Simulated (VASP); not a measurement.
# BAs (P4mm) in VASP: relaxation of cell and atoms with PBE

Aim: the relaxation of cell and atoms of BAs with PBE.

Everything below comes from runs of VASP 6.6.1. Logs are shortened: lines on timing, memory, paths and dates and some standing lists are left out, and cuts for length are marked.

## (1) The cell of the first run

Symmetry: P4mm, No. 99, tetragonal system. Conventional cell: a = 3.216 Å, b = 3.216 Å, c = 3.486 Å, α = 90.00°, β = 90.00°, γ = 90.00°. Within 3.0 Å of B (site symmetry 4mm) lie 4 As at 2.29 Å. Within 3.0 Å of As (site symmetry 4mm) lie 4 B at 2.29 Å.

The cell was built from a structure type or drawn by symmetry, and may not be a known phase.

## (2) Relaxation of cell and atoms, PBE

INCAR

```
PREC = Accurate
ENCUT = 600
EDIFF = 1E-6
ISMEAR = 0
SIGMA = 0.1
LREAL = False
LASPH = True
NELM = 80
ALGO = Normal
ISIF = 3
LWAVE = False
LCHARG = False
GGA = PE
IBRION = 2
NSW = 90
EDIFFG = -0.04
```

KPOINTS

```
Automatic mesh
0
Gamma
  6 6 6
```

POSCAR

```
BAs
1.0
    3.2163962700      0.0000000000      0.0000000000
    0.0000000000      3.2163962700      0.0000000000
    0.0000000000      0.0000000000      3.4857620800
B As
1 1
Direct
    0.5000000000      0.5000000000      0.7059250600
    0.0000000000      0.0000000000      0.7864291500
```

Potentials or basis: VASP PAW PBE potentials, release 64 (B, As).

Started as:

```
$ cat potpaw_PBE.64/B/POTCAR potpaw_PBE.64/As/POTCAR > POTCAR
$ mpirun -np 1 vasp_std > vasp.out
```

OUTCAR:

```text
PREC = Accurate
   ENCUT = 600
   EDIFF = 1E-6
   ISMEAR = 0
   LREAL = False
   LASPH = True
   NELM = 80
   ISIF = 3
   GGA = PE
   IBRION = 2
   NSW = 90
   EDIFFG = -0.04

 ion  position               nearest neighbor table
   1  0.500  0.500  0.706-   2 2.29   2 2.29   2 2.29   2 2.29
   2  0.000  0.000  0.786-   1 2.29   1 2.29   1 2.29   1 2.29

  LATTYP: Found a simple tetragonal cell.
 ALAT       =     3.2163962700
 C/A-ratio  =     1.0837477062

  Lattice vectors:

 A1 = (   3.2163962700,   0.0000000000,   0.0000000000)
 A2 = (   0.0000000000,   3.2163962700,   0.0000000000)
 A3 = (   0.0000000000,   0.0000000000,   3.4857620800)

Analysis of symmetry for initial positions (statically):
=====================================================================
 Subroutine PRICEL returns:
 Original cell was already a primitive cell.

 Routine SETGRP: Setting up the symmetry group for a
 simple tetragonal supercell.

 Subroutine GETGRP returns: Found  8 space group operations
 (whereof  8 operations were pure point group operations)
 out of a pool of 16 trial point group operations.

The static configuration has the point symmetry C_4v.

Analysis of symmetry for dynamics (positions and initial velocities):
=====================================================================
 Subroutine PRICEL returns:
 Original cell was already a primitive cell.

 Routine SETGRP: Setting up the symmetry group for a
 simple tetragonal supercell.

 Subroutine GETGRP returns: Found  8 space group operations
 (whereof  8 operations were pure point group operations)
 out of a pool of 16 trial point group operations.

The dynamic configuration has the point symmetry C_4v.

 Subroutine INISYM returns: Found  8 space group operations
 (whereof  8 operations are pure point group operations),
 and found     1 'primitive' translations

----------------------------------------------------------------------------------------

                                     Primitive cell

  volume of cell :      36.0609

  direct lattice vectors                    reciprocal lattice vectors
     3.216396270  0.000000000  0.000000000     0.310906964  0.000000000  0.000000000
     0.000000000  3.216396270  0.000000000     0.000000000  0.310906964  0.000000000
     0.000000000  0.000000000  3.485762080     0.000000000  0.000000000  0.286881312

  length of vectors
     3.216396270  3.216396270  3.485762080     0.310906964  0.310906964  0.286881312

  position of ions in fractional coordinates (direct lattice)
     0.500000000  0.500000000  0.705925060
     0.000000000  0.000000000  0.786429150

  ion indices of the primitive-cell ions
   primitive index   ion index
                 1           1
                 2           2

----------------------------------------------------------------------------------------

 KPOINTS: Automatic mesh

Automatic generation of k-mesh.
 Grid dimensions read from file:
 generate k-points for:    6    6    6

 Generating k-lattice:

  Cartesian coordinates                     Fractional coordinates (reciprocal lattice)
     0.051817827  0.000000000  0.000000000     0.166666667  0.000000000  0.000000000
     0.000000000  0.051817827  0.000000000     0.000000000  0.166666667  0.000000000
     0.000000000  0.000000000  0.047813552     0.000000000  0.000000000  0.166666667

  Length of vectors
     0.051817827  0.051817827  0.047813552

  Shift w.r.t. Gamma in fractional coordinates (k-lattice)
     0.000000000  0.000000000  0.000000000

 Subroutine IBZKPT returns following result:
 ===========================================

 Found     40 irreducible k-points:

 Following reciprocal coordinates:
            Coordinates               Weight
  0.000000  0.000000  0.000000      1.000000
  0.166667  0.000000  0.000000      4.000000
  0.333333  0.000000  0.000000      4.000000
  0.500000  0.000000  0.000000      2.000000
  0.166667  0.166667  0.000000      4.000000
  0.333333  0.166667  0.000000      8.000000
[... 16 lines left out ...]
  0.333333  0.000000  0.333333      8.000000
  0.500000  0.000000  0.333333      4.000000
 [... further k-points ...]
   k-points           NKPTS =     40   k-points in BZ     NKDIM =     40   number of bands    NBANDS=      8
   number of dos      NEDOS =    301   number of ions     NIONS =      2
   total plane-waves  NPLWV =  21952
   dimension x,y,z NGX =    28 NGY =   28 NGZ =   28
   dimension x,y,z NGXF=    56 NGYF=   56 NGZF=   56
   ions per type =               1   1
   NGX,Y,Z   is equivalent  to a cutoff of  14.47, 14.47, 13.35 a.u.
   NGXF,Y,Z  is equivalent  to a cutoff of  28.94, 28.94, 26.71 a.u.
 SYSTEM =  unknown system
   PREC   = accura    normal or accurate (medium, high low for compatibility)
   ISTART =      0    job   : 0-new  1-cont  2-samecut
   ICHARG =      2    charge: 1-file 2-atom 10-const
   ISPIN  =      1    spin polarized calculation?
   LNONCOLLINEAR =      F non collinear calculations
   LSORBIT =      F    spin-orbit coupling
   LASPH  =      T    aspherical Exc in radial PAW
   ENCUT  =  600.0 eV  44.10 Ry    6.64 a.u.   6.42  6.42  6.96*2*pi/ulx,y,z
   NELM   =     80;   NELMIN=  2; NELMDL= -5     # of ELM steps
   EDIFF  = 0.1E-05   stopping-criterion for ELM
   LREAL  =      F    real-space projection
   EDIFFG = -.4E-01   stopping-criterion for IOM
   NSW    =     90    number of steps for IOM
   IBRION =      2    ionic relax: 0-MD 1-quasi-New 2-CG
   NFREE  =      1    steps in history (QN), initial steepest desc. (CG)
   ISIF   =      3    stress and relaxation
   ISYM   =      2    0-nonsym 1-usesym 2-fastsym
   POTIM  = 0.5000    time-step for ionic-motion
   TEBEG  =    0.0;   TEEND  =   0.0 temperature during run
   PSTRESS=    0.0 pullay stress
   NELECT =       8.0000    total number of electrons
   NUPDOWN=      -1.0000    fix difference up-down
   EMIN   =  10.00;   EMAX   =-10.00  energy-range for DOS
   EFERMI =   0.00;   METHOD = LEGACY
   ISMEAR =     0;   SIGMA  =   0.10  broadening in eV -4-tet -1-fermi 0-gaus
   EFERMI_NEDOS =   21; number of points for ismear=-14 and -15
   IALGO  =     38    algorithm
   IMIX   =      4    mixing-type and parameters
     AMIX     =   0.40;   BMIX     =  1.00
     AMIX_MAG =   1.60;   BMIX_MAG =  1.00
  volume/ion in A,a.u.               =      18.03       121.68
  Fermi-wavevector in a.u.,A,eV,Ry     =   0.991043  1.872800 13.363186  0.982166
  Thomas-Fermi vector in A             =   2.122756
   LORBIT       =      0    0 simple, 1 ext, 2 COOP (PROOUT), +10 PAW based schemes
   GGA     = PE    functional components
   LHFCALC =     F    Hartree Fock is set to
   AEXX    =    0.0000 exact exchange contribution
   IVDW    =     0    specifies the selected vdW correction
   LEPSILON=     F    determine dielectric tensor
   LRPA    =     F    only Hartree local field effects (RPA)
 conjugate gradient relaxation of ions
 non-spin polarized calculation
 Gauss-broadening in eV      SIGMA  =   0.10
  energy-cutoff  :      600.00
  volume of cell :       36.06
 maximum number of plane-waves:      1222
 NGX is ok and might be reduce to    28
   NGX = 13   NGY = 13   NGZ = 13

--------------------------------------- Ionic step        1  -------------------------------------------

 number of electron       8.0000000 magnetization

 Free energy of the ion-electron system (eV)
  ---------------------------------------------------
  ext. energy  EPLUGINS =         0.00000000
  ---------------------------------------------------
  free energy    TOTEN  =        -8.85373307 eV

  energy without entropy =       -8.84830622  energy(sigma->0) =       -8.85101965

 E-fermi :   3.3620     XC(G=0):  -9.5489

 val. band max:        3.3168412456   @ k =   0.5000   0.0000   0.1667
 cond. band min:       3.3633973168   @ k =   0.3333   0.0000   0.0000
 fundamental gap:      0.0465560711
 Fermi energy:         3.3620308299

 k-point     1 :       0.0000    0.0000    0.0000
  band No.  band energies     occupation
      1     -10.1769      2.00000
      2       1.7683      2.00000
      3       1.7683      2.00000
      4       1.9362      2.00000
      5       3.6569      0.00003
      6       7.0103      0.00000
      7       9.3718      0.00000
      8      11.1201      0.00000
[... 627 lines left out ...]
  FREE ENERGIE OF THE ION-ELECTRON SYSTEM (eV)
  ---------------------------------------------------
  free  energy   TOTEN  =        -9.0322627420 eV

  energy  without entropy=       -9.0265931654  energy(sigma->0) =       -9.02942795

[... ionic steps 4 to 14 ...]

--------------------------------------- Ionic step       15  -------------------------------------------

 number of electron       8.0000000 magnetization

------------------------ aborting loop because EDIFF is reached ----------------------------------------

  FORCE on cell =-STRESS in cart. coord.  units (eV):
  Direction    XX          YY          ZZ          XY          YZ          ZX
  --------------------------------------------------------------------------------------
  -------------------------------------------------------------------------------------
  Total       -0.0803633     -0.0803633      0.0589359      0.0000000      0.0000000      0.0000000
  in kB       -4.8070112     -4.8070112      3.5253117      0.0000000      0.0000000      0.0000000
  external PRESSURE =      -2.0295702 kB  Pullay stress =       0.0000000 kB
[... 57 lines left out ...]
  energy  without entropy=       -9.2779002647  energy(sigma->0) =       -9.28040985

--------------------------------------- Ionic step       17  -------------------------------------------

 number of electron       8.0000000 magnetization

 Free energy of the ion-electron system (eV)
  ---------------------------------------------------
  ext. energy  EPLUGINS =         0.00000000
  ---------------------------------------------------
  free energy    TOTEN  =        -9.28331736 eV

  energy without entropy =       -9.27922813  energy(sigma->0) =       -9.28127275

 E-fermi :   6.5305     XC(G=0): -10.9812

 val. band max:        6.5001314304   @ k =   0.3333   0.0000   0.3333
 cond. band min:       6.6231374756   @ k =   0.3333   0.0000   0.1667
 fundamental gap:      0.1230060452
 Fermi energy:         6.5304563053

 k-point     1 :       0.0000    0.0000    0.0000
  band No.  band energies     occupation
      1      -9.0949      2.00000
      2       3.6178      2.00000
      3       3.6178      2.00000
      4       5.2917      2.00000
      5       8.6332      0.00000
      6      11.1043      0.00000
      7      14.8987      0.00000
      8      15.8133      0.00000
[... 282 lines left out ...]
  FREE ENERGIE OF THE ION-ELECTRON SYSTEM (eV)
  ---------------------------------------------------
  free  energy   TOTEN  =        -9.2833173620 eV

  energy  without entropy=       -9.2792281325  energy(sigma->0) =       -9.28127275

 reached required accuracy - stopping structural energy minimisation
```

Wall time 58 s (1 thread of Intel Xeon 6975P-C (Granite Rapids), shared host); peak memory 0.16 GiB.

Results:

```
Free energy                           : -9.2833 eV
Relaxed volume                        : 13.37 Å³/atom
Relaxed cell                          : a = 3.146 Å, b = 3.146 Å, c = 2.703 Å, α = 90.00°, β = 90.00°, γ = 90.00°
Space group after relaxing (to 0.1 Å) : P4/mmm (No. 123)
Energy gained by relaxing             : 214.8 meV/atom
Ionic steps                           : 17
Pressure after relaxing               : 0.1 GPa
Largest force after relaxing          : 0.003 eV/Å
Band gap on the k mesh                : zero (bands 4 and 5 overlap by 5.99 eV)
```

Forces in eV/Å, atoms in the order of the input:
```
B    0.000  0.000  0.003
As   0.000  0.000 -0.003
```

Stress tensor (GPa, compression positive):
```
0.07 0.00 0.00
0.00 0.07 0.00
0.00 0.00 0.15
```

Step by step:
| step | energy change (eV) | largest force (eV/Å) | pressure (GPa) | volume (Å³) |
| --- | --- | --- | --- | --- |
| 1 | 0.0000 | 0.4682 | -10.63 | 36.06 |
| 2 | -0.1237 | 0.2266 | 7.42 | 30.15 |
| 3 | -0.1785 | 0.3561 | -0.42 | 32.03 |
| 4 | -0.2071 | 0.3284 | -0.54 | 31.55 |
| 5 | -0.2856 | 0.1839 | -0.76 | 30.08 |
| 6 | -0.4093 | 0.1839 | 0.24 | 27.04 |
| 7 | -0.3524 | 0.4464 | 4.39 | 25.51 |
| 8 | -0.4126 | 0.2032 | 0.69 | 26.84 |
| 9 | -0.3993 | 0.1818 | -2.08 | 27.05 |
| 10 | -0.4190 | 0.2157 | -0.49 | 26.92 |
| 11 | -0.4193 | 0.2168 | -0.71 | 26.94 |
| 12 | -0.4262 | 0.0901 | 1.14 | 26.44 |
| 13 | -0.4262 | 0.0919 | 1.14 | 26.45 |
| 14 | -0.4290 | 0.0360 | -0.70 | 26.92 |
| 15 | -0.4294 | 0.0007 | -0.20 | 26.79 |
| 16 | -0.4292 | 0.0081 | 0.58 | 26.68 |
| 17 | -0.4296 | 0.0034 | 0.10 | 26.75 |

Final structure:
```
B As
1.0
     3.14567    0.00000    0.00000
     0.00000    3.14567    0.00000
     0.00000    0.00000    2.70312
B As
1 1
Direct
  0.50000 0.50000 0.74592
  0.00000 0.00000 0.74644
```

Levels at points of the mesh, in eV from the Fermi level:
| k point | band 1 | band 2 | band 3 | band 4 | band 5 | band 6 | band 7 | band 8 |
| --- | --- | --- | --- | --- | --- | --- | --- | --- |
| (0.00, 0.00, 0.00) | -15.63 | -2.91 | -2.91 | -1.24 | 2.10 | 4.57 | 8.37 | 9.28 |
| (0.50, 0.00, 0.00) | -13.39 | -10.28 | 0.80 | 0.97 | 2.69 | 4.60 | 4.80 | 5.61 |
| (0.50, 0.50, 0.00) | -11.14 | -7.52 | -7.52 | -6.39 | 5.55 | 6.82 | 11.65 | 11.65 |
| (0.00, 0.00, 0.50) | -12.69 | -7.70 | -1.21 | -1.21 | 2.24 | 2.56 | 7.47 | 9.46 |
| (0.50, 0.00, 0.50) | -10.47 | -7.68 | -5.15 | -3.01 | 2.10 | 3.12 | 5.48 | 7.54 |
| (0.50, 0.50, 0.50) | -7.82 | -5.47 | -5.47 | -3.72 | -3.55 | -1.24 | 3.55 | 3.55 |

Caveat: the volume moved by over 15 % at a fixed basis, so the end points are rough.
